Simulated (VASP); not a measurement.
# AlN (Fm-3m) in VASP: settings compared

The runs below take AlN through single point, with r2SCAN0, r2SCANh.

Program: VASP 6.6.1. These are calculated values, not measurements. Logs are shortened: lines on timing, memory, paths and dates and some standing lists are left out, and cuts for length are marked.

## 1. The cell of the first run

Symmetry: Fm-3m, No. 225, cubic system. Conventional cell: a = 4.038 Å, b = 4.038 Å, c = 4.038 Å, α = 90.00°, β = 90.00°, γ = 90.00°. Within 2.7 Å of Al (site symmetry m-3m) lie 6 N at 2.02 Å. Within 2.7 Å of N (site symmetry m-3m) lie 6 Al at 2.02 Å.

## 2. Single point, r2SCAN0

The input, POSCAR:

```
AlN
1.0
    0.0000000000      2.0188685302      2.0188685302
    2.0188685302      0.0000000000      2.0188685302
    2.0188685302      2.0188685302      0.0000000000
Al N
1 1
Direct
    0.0000000000      0.0000000000      0.0000000000
    0.5000000000      0.5000000000      0.5000000000
```

The input, INCAR.step1:

```
SYSTEM = AlN
PREC     = Accurate       ! precision mode
ENCUT    = 520            ! plane-wave cutoff, eV
EDIFF    = 1E-5           ! SCF threshold, eV
ISMEAR   = 0              ! smearing method
SIGMA    = 0.01           ! smearing width, eV
LREAL    = .False.        ! projectors in reciprocal space
LASPH    = .True.         ! aspherical terms in the spheres
NELM     = 80             ! most SCF steps
ALGO     = Normal         ! electronic algorithm
ISIF     = 2              ! what is computed and relaxed
LWAVE    = .True.         ! write WAVECAR
LCHARG   = .False.        ! write CHGCAR
GGA      = PE             ! functional
NBANDS   = 11             ! bands
```

The input, INCAR.step2:

```
SYSTEM = AlN
PREC     = Accurate       ! precision mode
ENCUT    = 520            ! plane-wave cutoff, eV
EDIFF    = 1E-7           ! SCF threshold, eV
ISMEAR   = 0              ! smearing method
SIGMA    = 0.01           ! smearing width, eV
LREAL    = .False.        ! projectors in reciprocal space
LASPH    = .True.         ! aspherical terms in the spheres
NELM     = 80             ! most SCF steps
ALGO     = Normal         ! electronic algorithm
ISIF     = 2              ! what is computed and relaxed
LWAVE    = .False.        ! write WAVECAR
LCHARG   = .False.        ! write CHGCAR
METAGGA  = R2SCAN         ! meta-GGA
LHFCALC  = .True.         ! exact exchange
AEXX     = 0.25           ! exact-exchange fraction
LMIXTAU  = .True.       
PRECFOCK = Normal       
ISTART   = 1            
NBANDS   = 11             ! bands
```

The input, KPOINTS:

```
regular mesh
0
Gamma
  8 8 8
  0 0 0
```

Potentials or basis: VASP PAW PBE potentials, release 64 (Al, N).

Launch:

```bash
$ cat potpaw_PBE.64/Al/POTCAR potpaw_PBE.64/N/POTCAR > POTCAR
$ cp INCAR.step1 INCAR
$ mpirun -np 1 vasp_std > vasp.out
$ cp INCAR.step2 INCAR
$ mpirun -np 1 vasp_std > vasp.out
```

OUTCAR:

```text
SYSTEM = AlN
   PREC = Accurate
   ENCUT = 520
   EDIFF = 1E-7
   ISMEAR = 0
   LREAL = .False.
   LASPH = .True.
   NELM = 80
   ISIF = 2
   METAGGA = R2SCAN
   LHFCALC = .True.
   AEXX = 0.25
   PRECFOCK = Normal
   ISTART = 1

 ion  position               nearest neighbor table
   1  0.000  0.000  0.000-   2 2.02   2 2.02   2 2.02   2 2.02   2 2.02   2 2.02
   2  0.500  0.500  0.500-   1 2.02   1 2.02   1 2.02   1 2.02   1 2.02   1 2.02

  LATTYP: Found a face centered cubic cell.
 ALAT       =     4.0377370604

  Lattice vectors:

 A1 = (   0.0000000000,   2.0188685302,   2.0188685302)
 A2 = (   2.0188685302,   0.0000000000,   2.0188685302)
 A3 = (   2.0188685302,   2.0188685302,   0.0000000000)

Analysis of symmetry for initial positions (statically):
=====================================================================
 Subroutine PRICEL returns:
 Original cell was already a primitive cell.

 Routine SETGRP: Setting up the symmetry group for a
 face centered cubic supercell.

 Subroutine GETGRP returns: Found 48 space group operations
 (whereof 48 operations were pure point group operations)
 out of a pool of 48 trial point group operations.

The static configuration has the point symmetry O_h .

Analysis of symmetry for dynamics (positions and initial velocities):
=====================================================================
 Subroutine PRICEL returns:
 Original cell was already a primitive cell.

 Routine SETGRP: Setting up the symmetry group for a
 face centered cubic supercell.

 Subroutine GETGRP returns: Found 48 space group operations
 (whereof 48 operations were pure point group operations)
 out of a pool of 48 trial point group operations.

The dynamic configuration has the point symmetry O_h .

 Subroutine INISYM returns: Found 48 space group operations
 (whereof 48 operations are pure point group operations),
 and found     1 'primitive' translations

----------------------------------------------------------------------------------------

                                     Primitive cell

  volume of cell :      16.4571

  direct lattice vectors                    reciprocal lattice vectors
     0.000000000  2.018868530  2.018868530    -0.247663477  0.247663477  0.247663477
     2.018868530  0.000000000  2.018868530     0.247663477 -0.247663477  0.247663477
     2.018868530  2.018868530  0.000000000     0.247663477  0.247663477 -0.247663477

  length of vectors
     2.855111256  2.855111256  2.855111256     0.428965726  0.428965726  0.428965726

  position of ions in fractional coordinates (direct lattice)
     0.000000000  0.000000000  0.000000000
     0.500000000  0.500000000  0.500000000

  ion indices of the primitive-cell ions
   primitive index   ion index
                 1           1
                 2           2

----------------------------------------------------------------------------------------

 KPOINTS: regular mesh

Automatic generation of k-mesh.
 Grid dimensions read from file:
 generate k-points for:    8    8    8

 Generating k-lattice:

  Cartesian coordinates                     Fractional coordinates (reciprocal lattice)
    -0.030957935  0.030957935  0.030957935     0.125000000  0.000000000  0.000000000
     0.030957935 -0.030957935  0.030957935     0.000000000  0.125000000  0.000000000
     0.030957935  0.030957935 -0.030957935     0.000000000  0.000000000  0.125000000

  Length of vectors
     0.053620716  0.053620716  0.053620716

  Shift w.r.t. Gamma in fractional coordinates (k-lattice)
     0.000000000  0.000000000  0.000000000

 Subroutine IBZKPT returns following result:
 ===========================================

 Found     29 irreducible k-points:

 Following reciprocal coordinates:
            Coordinates               Weight
  0.000000  0.000000  0.000000      1.000000
  0.125000  0.000000  0.000000      8.000000
  0.250000  0.000000  0.000000      8.000000
  0.375000  0.000000  0.000000      8.000000
  0.500000  0.000000  0.000000      4.000000
  0.125000  0.125000  0.000000      6.000000
[... 16 lines left out ...]
  0.500000  0.250000  0.125000     48.000000
 -0.375000  0.250000  0.125000     24.000000
 [... further k-points ...]
   k-points           NKPTS =     29   k-points in BZ     NKDIM =    512   number of bands    NBANDS=     11
   number of dos      NEDOS =    301   number of ions     NIONS =      2
   total plane-waves  NPLWV =  13824
   dimension x,y,z NGX =    24 NGY =   24 NGZ =   24
   dimension x,y,z NGXF=    48 NGYF=   48 NGZF=   48
   ions per type =               1   1
   NGX,Y,Z   is equivalent  to a cutoff of  13.97, 13.97, 13.97 a.u.
   NGXF,Y,Z  is equivalent  to a cutoff of  27.95, 27.95, 27.95 a.u.
 SYSTEM =  AlN
   PREC   = accura    normal or accurate (medium, high low for compatibility)
   ISTART =      1    job   : 0-new  1-cont  2-samecut
   ICHARG =      0    charge: 1-file 2-atom 10-const
   ISPIN  =      1    spin polarized calculation?
   LNONCOLLINEAR =      F non collinear calculations
   LSORBIT =      F    spin-orbit coupling
   LASPH  =      T    aspherical Exc in radial PAW
   ENCUT  =  520.0 eV  38.22 Ry    6.18 a.u.   5.31  5.31  5.31*2*pi/ulx,y,z
   NELM   =     80;   NELMIN=  2; NELMDL=  0     # of ELM steps
   EDIFF  = 0.1E-06   stopping-criterion for ELM
   LREAL  =      F    real-space projection
   EDIFFG = 0.1E-05   stopping-criterion for IOM
   NSW    =      0    number of steps for IOM
   IBRION =     -1    ionic relax: 0-MD 1-quasi-New 2-CG
   NFREE  =      0    steps in history (QN), initial steepest desc. (CG)
   ISIF   =      2    stress and relaxation
   ISYM   =      3    0-nonsym 1-usesym 2-fastsym
   POTIM  = 0.5000    time-step for ionic-motion
   TEBEG  =    0.0;   TEEND  =   0.0 temperature during run
   PSTRESS=    0.0 pullay stress
   NELECT =       8.0000    total number of electrons
   NUPDOWN=      -1.0000    fix difference up-down
   EMIN   =  10.00;   EMAX   =-10.00  energy-range for DOS
   EFERMI =   0.00;   METHOD = LEGACY
   ISMEAR =     0;   SIGMA  =   0.01  broadening in eV -4-tet -1-fermi 0-gaus
   EFERMI_NEDOS =   21; number of points for ismear=-14 and -15
   IALGO  =     38    algorithm
   IMIX   =      1    mixing-type and parameters
     AMIX     =   0.40;   BMIX     =  1.00
     AMIX_MAG =   1.60;   BMIX_MAG =  1.00
  volume/ion in A,a.u.               =       8.23        55.53
  Fermi-wavevector in a.u.,A,eV,Ry     =   1.287222  2.432497 22.544044  1.656940
  Thomas-Fermi vector in A             =   2.419249
   LORBIT       =      0    0 simple, 1 ext, 2 COOP (PROOUT), +10 PAW based schemes
   METAGGA = R2SCAN    functional components
   LHFCALC =     T    Hartree Fock is set to
   PRECFOCK=normal    Normal, Fast or Accurate (Low or Medium for compatibility)
   ENCUT4O =  -1.0   cutoff for four orbital integrals eV
   NKREDX  =     1    reduce k-point grid by
   NKREDY  =     1    reduce k-point grid by
   NKREDZ  =     1    reduce k-point grid by
   AEXX    =    0.2500 exact exchange contribution
   HFSCREEN=    0.0000 screening length (either q_TF or 0.3 A-1)
   HFSCREENC=   0.0000 screening length for correlation (either q_TF or 0.3 A-1)
   ENCUTFOCK=  -1.0 apply spherical cutoff to Coloumb kernel
   IVDW    =     0    specifies the selected vdW correction
   LEPSILON=     F    determine dielectric tensor
   LRPA    =     F    only Hartree local field effects (RPA)
 non-spin polarized calculation
 Gauss-broadening in eV      SIGMA  =   0.01
  energy-cutoff  :      520.00
  volume of cell :       16.46
 maximum number of plane-waves:       459
 NGX is ok and might be reduce to    24
  NGX = 16; NGY = 16; NGZ = 16

 number of electron       7.9999999 magnetization

 Free energy of the ion-electron system (eV)
  ---------------------------------------------------
  ext. energy  EPLUGINS =         0.00000000
  ---------------------------------------------------
  free energy    TOTEN  =       -21.29074957 eV

  energy without entropy =      -21.29074957  energy(sigma->0) =      -21.29074957

 E-fermi :   8.7075     XC(G=0): -10.0126

 val. band max:        8.6590480374   @ k =   0.0000   0.0000   0.0000
 cond. band min:      16.0095578273   @ k =   0.5000   0.5000   0.0000
 fundamental gap:      7.3505097899
 Fermi energy:         8.7075125184

 k-point     1 :       0.0000    0.0000    0.0000
  band No.  band energies     occupation
      1     -11.1587      2.00000
      2       8.6590      2.00000
      3       8.6590      2.00000
      4       8.6590      2.00000
      5      17.2008      0.00000
      6      23.7297      0.00000
      7      23.7297      0.00000
      8      23.7297      0.00000
      9      29.3605      0.00000
     10      29.6989      0.00000
     11      29.6989      0.00000

 k-point     2 :       0.1250    0.0000    0.0000
  band No.  band energies     occupation
      1     -10.8112      2.00000
      2       7.0323      2.00000
      3       8.4495      2.00000
      4       8.4495      2.00000
      5      18.1087      0.00000
      6      22.6154      0.00000
      7      24.2096      0.00000
      8      24.2096      0.00000
      9      27.8692      0.00000
     10      27.8692      0.00000
     11      30.6109      0.00000

 k-point     3 :       0.2500    0.0000    0.0000
  band No.  band energies     occupation
      1      -9.8268      2.00000
      2       3.8657      2.00000
      3       7.9922      2.00000
      4       7.9922      2.00000
      5      18.3596      0.00000
      6      23.0958      0.00000
      7      24.0332      0.00000
      8      24.0332      0.00000
      9      28.1934      0.00000
     10      28.1934      0.00000
     11      29.5945      0.00000

 k-point     4 :       0.3750    0.0000    0.0000
  band No.  band energies     occupation
      1      -8.4748      2.00000
      2       0.8920      2.00000
      3       7.5900      2.00000
      4       7.5900      2.00000
      5      17.7335      0.00000
      6      23.0450      0.00000
      7      23.0450      0.00000
      8      25.0007      0.00000
      9      28.6671      0.00000
     10      31.0519      0.00000
     11      31.0519      0.00000
[... 239 lines left out ...]
 k-point    22 :       0.3750    0.2500    0.1250
  band No.  band energies     occupation
      1      -9.0185      2.00000
      2       3.4296      2.00000
      3       5.8424      2.00000
      4       7.3400      2.00000
      5      20.2945      0.00000
      6      20.4225      0.00000
      7      22.0118      0.00000
      8      25.9526      0.00000
      9      27.1984      0.00000
     10      31.9358      0.00000
     11      34.1208      0.00000

 k-point    23 :       0.5000    0.2500    0.1250
  band No.  band energies     occupation
      1      -7.8140      2.00000
      2       1.5251      2.00000
      3       4.8242      2.00000
      4       6.7530      2.00000
      5      19.9231      0.00000
      6      20.8284      0.00000
      7      22.7148      0.00000
      8      25.3281      0.00000
      9      29.2244      0.00000
     10      32.6181      0.00000
     11      34.4912      0.00000

 k-point    24 :      -0.3750    0.2500    0.1250
  band No.  band energies     occupation
      1      -7.1421      2.00000
      2       0.4918      2.00000
      3       4.5731      2.00000
      4       6.4611      2.00000
      5      19.9886      0.00000
      6      20.2081      0.00000
      7      24.5156      0.00000
      8      24.7403      0.00000
      9      30.3610      0.00000
     10      31.5695      0.00000
     11      34.9893      0.00000

 [... further k-points ...]

------------------------ aborting loop because EDIFF is reached ----------------------------------------

  FORCE on cell =-STRESS in cart. coord.  units (eV):
  Direction    XX          YY          ZZ          XY          YZ          ZX
  --------------------------------------------------------------------------------------
  -------------------------------------------------------------------------------------
  Total       -0.5376107     -0.5376107     -0.5376107     -0.0000000      0.0000000     -0.0000000
  in kB      -52.3388715    -52.3388715    -52.3388715     -0.0000000      0.0000000     -0.0000000
  external PRESSURE =     -52.3388715 kB  Pullay stress =       0.0000000 kB

 VOLUME and BASIS-vectors are now :
 -----------------------------------------------------------------------------
  energy-cutoff  :      520.00
  volume of cell :       16.46
      direct lattice vectors                 reciprocal lattice vectors
     0.000000000  2.018868530  2.018868530    -0.247663477  0.247663477  0.247663477
     2.018868530  0.000000000  2.018868530     0.247663477 -0.247663477  0.247663477
     2.018868530  2.018868530  0.000000000     0.247663477  0.247663477 -0.247663477

 POSITION                                       TOTAL-FORCE (eV/Angst)
 -----------------------------------------------------------------------------------
      0.00000      0.00000      0.00000         0.000000      0.000000      0.000000
      2.01887      2.01887      2.01887        -0.000000     -0.000000      0.000000
 -----------------------------------------------------------------------------------
    total drift:                               -0.000000     -0.000000     -0.000000

  FREE ENERGIE OF THE ION-ELECTRON SYSTEM (eV)
  ---------------------------------------------------
  free  energy   TOTEN  =       -21.2907495664 eV

  energy  without entropy=      -21.2907495664  energy(sigma->0) =      -21.29074957
```

Run time: 26 min. Hardware: 1 thread of Intel Xeon Platinum 8259CL at 2.50GHz (Skylake/Cascade Lake), shared host; peak memory 0.15 GiB.

Results:

* Free energy: -21.2907 eV
* Pressure: -5.2 GPa
* Band gap on the k mesh: 7.35 eV (least direct gap 8.54 eV)

Caveat: the cell stands under tension; the structure was generated, so it needn't be the stable form of AlN; the PAW data sets were made with another functional, which shifts forces and pressure a little.

(Continued in part 2 of 2.)
